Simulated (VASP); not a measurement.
A run of VASP 6.6.1:

The input INCAR:

```
ALGO     = Normal         # electronic algorithm
EDIFF    = 1E-7           # SCF threshold, eV
ENCUT    = 520            # plane-wave cutoff, eV
GGA      = PS             # functional
ISIF     = 2              # what is computed and relaxed
ISMEAR   = 0              # smearing method
LASPH    = True           # aspherical terms in the spheres
LCHARG   = False          # write CHGCAR
LREAL    = False          # projectors in reciprocal space
LWAVE    = False          # write WAVECAR
NBANDS   = 26             # bands
NELM     = 80             # most SCF steps
PREC     = Accurate       # precision mode
SIGMA    = 0.05           # smearing width, eV
```

File KPOINTS:

```
k-points
0
Gamma
  9 9 4
```

Contents of POSCAR:

```
MgO
1.0
    3.2553371795      0.0000000000      0.0000000000
   -1.6276685897      2.8192046953      0.0000000000
    0.0000000000      0.0000000000     10.4149514991
Mg O
4 4
Direct
    0.3333333333      0.6666666667      0.9695963559
    0.0000000000      0.0000000000      0.2209473890
    0.0000000000      0.0000000000      0.7209473890
    0.6666666667      0.3333333333      0.4695963559
    0.3333333333      0.6666666667      0.7799156657
   -0.1597376773      0.0000000000      0.5420208246
    0.0000000000      0.0000000000      0.0295387694
    0.6666666667      0.3333333333      0.2799156657
```

Potentials or basis: VASP PAW PBE potentials, release 64 (Mg, O).

The run is started by

```bash
$ cat potpaw_PBE.64/Mg/POTCAR potpaw_PBE.64/O/POTCAR > POTCAR
$ mpirun -np 1 vasp_std > vasp.out
```

Hardware: 1 thread of Intel(R) Xeon(R) 6975P-C (Granite Rapids) (shared host).

**Question.** Estimate the wall time of this run.

**Answer.** Wall time 2.7 min on 1 thread of Intel(R) Xeon(R) 6975P-C (Granite Rapids), on a shared host, peak memory 0.43 GiB. Counts: scf iterations 16, k points 163.
